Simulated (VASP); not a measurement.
# SiP5 in VASP: a series of runs

SiP5 is run at these levels: PBE; tasks: single point, relaxation of cell and atoms.

Program: VASP 6.6.1. These are calculated values, not measurements. Logs are shortened: lines on timing, memory, paths and dates and some standing lists are left out, and cuts for length are marked.

## (1) The cell of the first run

It takes space group P4/mmm (No. 123, tetragonal). Conventional cell: a = 5.624 Å, b = 5.624 Å, c = 3.521 Å, α = 90.00°, β = 90.00°, γ = 90.00°. Within 3.2 Å of Si (site symmetry 4/mmm) lie 8 P at 2.42 Å. Within 3.0 Å of P (site symmetry m2m) lie 3 P at 2.30 to 2.35 Å and 2 Si at 2.42 Å. P (site symmetry 4/mmm) has 18 P at 3.51 to 3.52 Å and 4 Si at 3.98 Å within 4.6 Å.

## (2) Single point, PBE

Contents of INCAR:

```
  PREC = Accurate
  ENCUT = 520
  EDIFF = 1E-6
  ISMEAR = 0
  SIGMA = 0.2
  LREAL = F
  LASPH = T
  NELM = 100
  ALGO = Normal
  ISIF = 2
  LWAVE = F
  LCHARG = F
  GGA = PE
  NBANDS = 24
```

Contents of KPOINTS:

```
regular mesh
0
Gamma
  3 3 4
```

Contents of POSCAR:

```
SiP5
1.0
    5.6238115633      0.0000000000      0.0000000000
    0.0000000000      5.6238115633      0.0000000000
    0.0000000000      0.0000000000      3.5208086922
Si P
1 5
Direct
    0.0000000000      0.0000000000      0.5000000000
    0.7046007396      0.0000000000      0.0000000000
    0.2953992604      0.0000000000      0.0000000000
    0.0000000000      0.2953992604      0.0000000000
    0.0000000000      0.7046007396      0.0000000000
    0.5000000000      0.5000000000      0.5000000000
```

Potentials or basis: VASP PAW PBE potentials, release 64 (Si, P).

Started as:

```sh
$ cat potpaw_PBE.64/Si/POTCAR potpaw_PBE.64/P/POTCAR > POTCAR
$ mpirun -np 1 vasp_std > vasp.out
```

OUTCAR:

```text
PREC = Accurate
   ENCUT = 520
   EDIFF = 1E-6
   ISMEAR = 0
   LREAL = F
   LASPH = T
   NELM = 100
   ISIF = 2
   GGA = PE

 ion  position               nearest neighbor table
   1  0.000  0.000  0.500-   2 2.42   3 2.42   4 2.42   5 2.42   2 2.42   3 2.42   4 2.42   5 2.42

   2  0.705  0.000  0.000-   3 2.30   4 2.35   5 2.35   1 2.42   1 2.42
   3  0.295  0.000  0.000-   2 2.30   4 2.35   5 2.35   1 2.42   1 2.42
   4  0.000  0.295  0.000-   5 2.30   3 2.35   2 2.35   1 2.42   1 2.42
   5  0.000  0.705  0.000-   4 2.30   3 2.35   2 2.35   1 2.42   1 2.42
   6  0.500  0.500  0.500-

  LATTYP: Found a simple tetragonal cell.
 ALAT       =     5.6238115633
 C/A-ratio  =     0.6260538165

  Lattice vectors:

 A1 = (   5.6238115633,   0.0000000000,   0.0000000000)
 A2 = (   0.0000000000,   5.6238115633,   0.0000000000)
 A3 = (   0.0000000000,   0.0000000000,   3.5208086922)

Analysis of symmetry for initial positions (statically):
=====================================================================
 Subroutine PRICEL returns:
 Original cell was already a primitive cell.

 Routine SETGRP: Setting up the symmetry group for a
 simple tetragonal supercell.

 Subroutine GETGRP returns: Found 16 space group operations
 (whereof 16 operations were pure point group operations)
 out of a pool of 16 trial point group operations.

The static configuration has the point symmetry D_4h.

Analysis of symmetry for dynamics (positions and initial velocities):
=====================================================================
 Subroutine PRICEL returns:
 Original cell was already a primitive cell.

 Routine SETGRP: Setting up the symmetry group for a
 simple tetragonal supercell.

 Subroutine GETGRP returns: Found 16 space group operations
 (whereof 16 operations were pure point group operations)
 out of a pool of 16 trial point group operations.

The dynamic configuration has the point symmetry D_4h.

 Subroutine INISYM returns: Found 16 space group operations
 (whereof 16 operations are pure point group operations),
 and found     1 'primitive' translations

----------------------------------------------------------------------------------------

                                     Primitive cell

  volume of cell :     111.3535

  direct lattice vectors                    reciprocal lattice vectors
     5.623811563  0.000000000  0.000000000     0.177815346  0.000000000  0.000000000
     0.000000000  5.623811563  0.000000000     0.000000000  0.177815346  0.000000000
     0.000000000  0.000000000  3.520808692     0.000000000  0.000000000  0.284025656

  length of vectors
     5.623811563  5.623811563  3.520808692     0.177815346  0.177815346  0.284025656

  position of ions in fractional coordinates (direct lattice)
     0.000000000  0.000000000  0.500000000
     0.704600740  0.000000000  0.000000000
     0.295399260  0.000000000  0.000000000
     0.000000000  0.295399260  0.000000000
     0.000000000  0.704600740  0.000000000
     0.500000000  0.500000000  0.500000000

  ion indices of the primitive-cell ions
   primitive index   ion index
                 1           1
                 2           2
                 3           3
                 4           4
                 5           5
                 6           6

----------------------------------------------------------------------------------------

 KPOINTS: regular mesh

Automatic generation of k-mesh.
 Grid dimensions read from file:
 generate k-points for:    3    3    4

 Generating k-lattice:

  Cartesian coordinates                     Fractional coordinates (reciprocal lattice)
     0.059271782  0.000000000  0.000000000     0.333333333  0.000000000  0.000000000
     0.000000000  0.059271782  0.000000000     0.000000000  0.333333333  0.000000000
     0.000000000  0.000000000  0.071006414     0.000000000  0.000000000  0.250000000

  Length of vectors
     0.059271782  0.059271782  0.071006414

  Shift w.r.t. Gamma in fractional coordinates (k-lattice)
     0.000000000  0.000000000  0.000000000

 Subroutine IBZKPT returns following result:
 ===========================================

 Found      9 irreducible k-points:

 Following reciprocal coordinates:
            Coordinates               Weight
  0.000000  0.000000  0.000000      1.000000
  0.333333  0.000000  0.000000      4.000000
  0.333333  0.333333  0.000000      4.000000
  0.000000  0.000000  0.250000      2.000000
  0.333333  0.000000  0.250000      8.000000
  0.333333  0.333333  0.250000      8.000000
  0.000000  0.000000  0.500000      1.000000
  0.333333  0.000000  0.500000      4.000000
  0.333333  0.333333  0.500000      4.000000
   k-points           NKPTS =      9   k-points in BZ     NKDIM =      9   number of bands    NBANDS=     24
   number of dos      NEDOS =    301   number of ions     NIONS =      6
   total plane-waves  NPLWV =  49392
   dimension x,y,z NGX =    42 NGY =   42 NGZ =   28
   dimension x,y,z NGXF=    84 NGYF=   84 NGZF=   56
   ions per type =               1   5
   NGX,Y,Z   is equivalent  to a cutoff of  12.42, 12.42, 13.22 a.u.
   NGXF,Y,Z  is equivalent  to a cutoff of  24.83, 24.83, 26.44 a.u.
 SYSTEM =  unknown system
   PREC   = accura    normal or accurate (medium, high low for compatibility)
   ISTART =      0    job   : 0-new  1-cont  2-samecut
   ICHARG =      2    charge: 1-file 2-atom 10-const
   ISPIN  =      1    spin polarized calculation?
   LNONCOLLINEAR =      F non collinear calculations
   LSORBIT =      F    spin-orbit coupling
   LASPH  =      T    aspherical Exc in radial PAW
   ENCUT  =  520.0 eV  38.22 Ry    6.18 a.u.  10.46 10.46  6.55*2*pi/ulx,y,z
   NELM   =    100;   NELMIN=  2; NELMDL= -5     # of ELM steps
   EDIFF  = 0.1E-05   stopping-criterion for ELM
   LREAL  =      F    real-space projection
   EDIFFG = 0.1E-04   stopping-criterion for IOM
   NSW    =      0    number of steps for IOM
   IBRION =     -1    ionic relax: 0-MD 1-quasi-New 2-CG
   NFREE  =      0    steps in history (QN), initial steepest desc. (CG)
   ISIF   =      2    stress and relaxation
   ISYM   =      2    0-nonsym 1-usesym 2-fastsym
   POTIM  = 0.5000    time-step for ionic-motion
   TEBEG  =    0.0;   TEEND  =   0.0 temperature during run
   PSTRESS=    0.0 pullay stress
   NELECT =      29.0000    total number of electrons
   NUPDOWN=      -1.0000    fix difference up-down
   EMIN   =  10.00;   EMAX   =-10.00  energy-range for DOS
   EFERMI =   0.00;   METHOD = LEGACY
   ISMEAR =     0;   SIGMA  =   0.20  broadening in eV -4-tet -1-fermi 0-gaus
   EFERMI_NEDOS =   21; number of points for ismear=-14 and -15
   IALGO  =     38    algorithm
   IMIX   =      4    mixing-type and parameters
     AMIX     =   0.40;   BMIX     =  1.00
     AMIX_MAG =   1.60;   BMIX_MAG =  1.00
  volume/ion in A,a.u.               =      18.56       125.24
  Fermi-wavevector in a.u.,A,eV,Ry     =   1.045457  1.975627 14.870901  1.092980
  Thomas-Fermi vector in A             =   2.180253
   LORBIT       =      0    0 simple, 1 ext, 2 COOP (PROOUT), +10 PAW based schemes
   GGA     = PE    functional components
   LHFCALC =     F    Hartree Fock is set to
   AEXX    =    0.0000 exact exchange contribution
   IVDW    =     0    specifies the selected vdW correction
   LEPSILON=     F    determine dielectric tensor
   LRPA    =     F    only Hartree local field effects (RPA)
 non-spin polarized calculation
 Gauss-broadening in eV      SIGMA  =   0.20
  energy-cutoff  :      520.00
  volume of cell :      111.35
 maximum number of plane-waves:      3041
 NGX is ok and might be reduce to    42
   NGX = 21   NGY = 21   NGZ = 13

 number of electron      28.9999993 magnetization

 Free energy of the ion-electron system (eV)
  ---------------------------------------------------
  ext. energy  EPLUGINS =         0.00000000
  ---------------------------------------------------
  free energy    TOTEN  =       -27.19173027 eV

  energy without entropy =      -27.12866464  energy(sigma->0) =      -27.16019745

 E-fermi :   6.4568     XC(G=0): -10.0442

 val. band max:        6.4494830636   @ k =   0.3333   0.0000   0.2500
 cond. band min:       6.5190671396   @ k =   0.3333   0.3333   0.2500
 fundamental gap:      0.0695840760
 Fermi energy:         6.4568404439

 k-point     1 :       0.0000    0.0000    0.0000
  band No.  band energies     occupation
      1      -9.5808      2.00000
      2      -4.6197      2.00000
      3      -4.6197      2.00000
      4      -4.4050      2.00000
      5      -3.4078      2.00000
      6      -1.4216      2.00000
[... 16 lines left out ...]
     23      11.0761      0.00000
     24      11.0761      0.00000

 k-point     2 :       0.3333    0.0000    0.0000
  band No.  band energies     occupation
      1      -9.3835      2.00000
      2      -6.2681      2.00000
      3      -4.5667      2.00000
      4      -3.6883      2.00000
      5      -2.4765      2.00000
      6      -0.6024      2.00000
[... 16 lines left out ...]
     23      10.9167      0.00000
     24      11.0887      0.00000

 k-point     3 :       0.3333    0.3333    0.0000
  band No.  band energies     occupation
      1      -9.1731      2.00000
      2      -6.2190      2.00000
      3      -6.1025      2.00000
      4      -2.9300      2.00000
      5      -1.3189      2.00000
      6      -0.2844      2.00000
[... 16 lines left out ...]
     23      11.7232      0.00000
     24      13.0804      0.00000
[... 109 lines left out ...]
 k-point     8 :       0.3333    0.0000    0.5000
  band No.  band energies     occupation
      1      -8.1722      2.00000
      2      -5.3482      2.00000
      3      -3.7518      2.00000
      4      -3.5678      2.00000
      5      -2.8270      2.00000
      6      -2.1219      2.00000
[... 16 lines left out ...]
     23      11.2232      0.00000
     24      13.9317      0.00000

 k-point     9 :       0.3333    0.3333    0.5000
  band No.  band energies     occupation
      1      -7.9264      2.00000
      2      -5.3862      2.00000
      3      -5.1688      2.00000
      4      -3.6216      2.00000
      5      -2.1082      2.00000
      6      -0.4828      2.00000
[... 16 lines left out ...]
     23      11.2776      0.00000
     24      12.6935      0.00000

------------------------ aborting loop because EDIFF is reached ----------------------------------------

  FORCE on cell =-STRESS in cart. coord.  units (eV):
  Direction    XX          YY          ZZ          XY          YZ          ZX
  --------------------------------------------------------------------------------------
  -------------------------------------------------------------------------------------
  Total        0.2680407      0.2680407     -0.3393419      0.0000000     -0.0000000     -0.0000000
  in kB        3.8566243      3.8566243     -4.8825209      0.0000000     -0.0000000     -0.0000000
  external PRESSURE =       0.9435759 kB  Pullay stress =       0.0000000 kB

 VOLUME and BASIS-vectors are now :
 -----------------------------------------------------------------------------
  energy-cutoff  :      520.00
  volume of cell :      111.35
      direct lattice vectors                 reciprocal lattice vectors
     5.623811563  0.000000000  0.000000000     0.177815346  0.000000000  0.000000000
     0.000000000  5.623811563  0.000000000     0.000000000  0.177815346  0.000000000
     0.000000000  0.000000000  3.520808692     0.000000000  0.000000000  0.284025656

 POSITION                                       TOTAL-FORCE (eV/Angst)
 -----------------------------------------------------------------------------------
      0.00000      0.00000      1.76040         0.000000      0.000000      0.000000
      3.96254      0.00000      0.00000         0.045168      0.000000      0.000000
      1.66127      0.00000      0.00000        -0.045168      0.000000     -0.000000
      0.00000      1.66127      0.00000         0.000000     -0.045168      0.000000
      0.00000      3.96254      0.00000         0.000000      0.045168     -0.000000
      2.81191      2.81191      1.76040         0.000000      0.000000      0.000000
 -----------------------------------------------------------------------------------
    total drift:                                0.000000      0.000000      0.000000

  FREE ENERGIE OF THE ION-ELECTRON SYSTEM (eV)
  ---------------------------------------------------
  free  energy   TOTEN  =       -27.1917302735 eV

  energy  without entropy=      -27.1286646358  energy(sigma->0) =      -27.16019745
```

Wall time 10 s (1 thread of Intel Xeon 6975P-C (Granite Rapids), shared host); peak memory 0.21 GiB.

Results:

| Quantity | Value |
| --- | --- |
| Free energy | -27.1917 eV |
| Pressure | 0.1 GPa |
| Largest force | 0.045 eV/Å |

Forces on the atoms (eV/Å):
```
Si   0.000  0.000  0.000
P    0.045  0.000  0.000
P   -0.045  0.000  0.000
P    0.000 -0.045  0.000
P    0.000  0.045  0.000
P    0.000  0.000  0.000
```

Stress tensor (GPa, compression positive):
```
 0.39  0.00  0.00
 0.00  0.39  0.00
 0.00  0.00 -0.49
```

Levels at points of the mesh, in eV from the Fermi level:
| k point | band 11 | band 12 | band 13 | band 14 | band 15 | band 16 | band 17 | band 18 |
| --- | --- | --- | --- | --- | --- | --- | --- | --- |
| (0.00, 0.00, 0.00) | -1.77 | -0.40 | -0.40 | 0.44 | 0.92 | 0.92 | 1.22 | 1.26 |
| (0.00, 0.00, 0.50) | -3.09 | -1.69 | -1.04 | -1.04 | -0.36 | -0.25 | -0.25 | 2.57 |

Caveat: the k points lie up to 0.45 Å⁻¹ apart.

## (3) Single point, PBE

This run uses another cell than the first one, of 14.79 Å³/atom, 0.797 times its volume.

Contents of INCAR:

```
SYSTEM = SiP5
PREC     = Accurate       ! precision mode
ENCUT    = 520            ! plane-wave cutoff, eV
EDIFF    = 1E-7           ! SCF threshold, eV
ISMEAR   = 0              ! smearing method
SIGMA    = 0.2            ! smearing width, eV
LREAL    = .FALSE.        ! projectors in reciprocal space
LASPH    = .TRUE.         ! aspherical terms in the spheres
NELM     = 100            ! most SCF steps
ALGO     = Normal         ! electronic algorithm
ISIF     = 2              ! what is computed and relaxed
LWAVE    = .FALSE.        ! write WAVECAR
LCHARG   = .TRUE.         ! write CHGCAR
GGA      = PE             ! functional
LELF     = .TRUE.         ! ELF
LVHAR    = .TRUE.       
NBANDS   = 24             ! bands
```

Contents of KPOINTS:

```
Automatic mesh
0
G
  4 4 3
  0 0 0
```

Contents of POSCAR:

```
SiP5
1.0
    3.4299341331      0.0000000000     -0.5826601938
    0.0000000000      3.4590925093      0.0000000000
   -2.1158072754      0.0000000000      7.8398792109
Si P
1 5
Direct
    0.0000000000      0.0000000000      0.0000000000
   -0.1521710636      0.5000000000      0.3337846787
    0.3151470910      0.0000000000      0.3275247831
    1.1521710636      0.5000000000      0.6662153213
    0.6848529090      0.0000000000      0.6724752169
    0.5000000000      0.5000000000      0.0000000000
```

Potentials or basis: VASP PAW PBE potentials, release 64 (Si, P).

Started as:

```sh
$ cat potpaw_PBE.64/Si/POTCAR potpaw_PBE.64/P/POTCAR > POTCAR
$ mpirun -np 1 vasp_std > vasp.out
```

Wall time 20 s (1 thread of Intel Xeon 6975P-C (Granite Rapids), shared host); peak memory 0.2 GiB.

The run converged. Its results:

```yaml
Free_energy: -31.9998 eV
Pressure: -0.2 GPa
Largest_force: 0.080 eV/Å
```

Forces in eV/Å, atoms in the order of the input:
```
Si   0.000  0.000  0.000
P    0.080  0.000  0.006
P   -0.055  0.000  0.015
P   -0.080  0.000 -0.006
P    0.055  0.000 -0.015
P    0.000  0.000  0.000
```

Stress tensor (GPa, compression positive):
```
-0.18  0.00 -0.34
 0.00 -0.10  0.00
-0.34  0.00 -0.39
```

Levels at points of the mesh, in eV from the Fermi level:
```
           k point  band 12  band 13  band 14  band 15  band 16  band 17
(0.00, 0.00, 0.00)    -3.21    -2.43    -2.35     1.12     2.55     3.21
(0.50, 0.00, 0.00)    -0.82    -0.59    -0.39    -0.32     0.07     0.75
(0.00, 0.50, 0.00)    -1.88    -0.97    -0.86    -0.39    -0.19    -0.19
(0.50, 0.50, 0.00)    -4.78    -4.75    -4.49     1.12     1.14     3.14
```

Caveat: the k points lie up to 0.50 Å⁻¹ apart.

(Continued in part 2 of 2.)
